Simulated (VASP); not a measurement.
Wanted: the native input for a VASP 6.6.1 run.

- Task: G0W0 quasiparticle levels
- Functional: PBE
- Potentials or basis: VASP PAW PBE potentials, release 64 (B_GW, N_GW)
- Cutoff: 500 eV
- k mesh: 6 × 6 × 6
- Occupations: gaussian, width 0.01 eV
- Spin: no spin polarisation
- Dipole correction: no
- GW scheme: G0W0
- GW iterations: 1
- Cutoff of the response function: 150
- Frequency points: 48
- Empty bands: 51
- Further INCAR settings: ALGO = EVGW0; EDIFF = 1e-08; NBANDS = 55

BN:

```xyz
2
Lattice="0.0000 1.8048 1.8048 1.8770 0.0000 1.8048 1.8770 1.8048 0.0000" Properties=species:S:1:pos:R:3 pbc="T T T"
B     0.0000    0.0000    0.0000
N     0.9385    0.9024    0.9024
```

The input as run:

POSCAR

```
BN
1.0
    0.0000000000      1.8048254497      1.8048254497
    1.8770184676      0.0000000000      1.8048254497
    1.8770184676      1.8048254497      0.0000000000
B N
1 1
Direct
    0.0000000000      0.0000000000      0.0000000000
    0.2500000000      0.2500000000      0.2500000000
```

INCAR.step1

```
  PREC = Accurate
  ENCUT = 500
  EDIFF = 1E-8
  ISMEAR = 0
  SIGMA = 0.01
  LREAL = False
  LASPH = True
  NELM = 100
  ALGO = Normal
  LWAVE = True
  LCHARG = False
  GGA = PE
```

INCAR.step2

```
  PREC = Accurate
  ENCUT = 500
  EDIFF = 1E-8
  ISMEAR = 0
  SIGMA = 0.01
  LREAL = False
  LASPH = True
  NELM = 1
  ALGO = Exact
  LWAVE = True
  LCHARG = False
  GGA = PE
  NBANDS = 55
  LOPTICS = True
  ISTART = 1
```

INCAR.step3

```
  PREC = Accurate
  ENCUT = 500
  EDIFF = 1E-8
  ISMEAR = 0
  SIGMA = 0.01
  LREAL = False
  LASPH = True
  ALGO = EVGW0
  LWAVE = False
  LCHARG = False
  GGA = PE
  NELMGW = 1
  NBANDS = 55
  ENCUTGW = 150.0
  NOMEGA = 48
  PRECFOCK = Fast
  ISTART = 1
  NBANDSGW = 12
```

KPOINTS

```
regular mesh
0
Gamma
  6 6 6
```

Potentials or basis: VASP PAW PBE potentials, release 64 (B_GW, N_GW).

The run is started by

```sh
$ cat potpaw_PBE.64/B_GW/POTCAR potpaw_PBE.64/N_GW/POTCAR > POTCAR
$ cp INCAR.step1 INCAR
$ mpirun -np 1 vasp_std > vasp.out
$ cp INCAR.step2 INCAR
$ mpirun -np 1 vasp_std > vasp.out
$ cp INCAR.step3 INCAR
$ mpirun -np 1 vasp_std > vasp.out
```

Results of the run:

```yaml
Quasiparticle_gap: 5.54 eV
Least_direct_quasiparticle_gap: 10.51 eV
Band_gap_of_the_starting_levels_on_the_mesh: 4.08 eV
Least_direct_gap_of_the_starting_levels_on_the_mesh: 8.44 eV
```

Caveat: the k points lie up to 0.50 Å⁻¹ apart; bands, screening cutoff and mesh are small and nothing is extrapolated, so the quasiparticle values aren't converged.

Wall time 2.7 min on 1 thread of Intel Xeon 8259CL (shared host), peak memory 0.25 GiB.
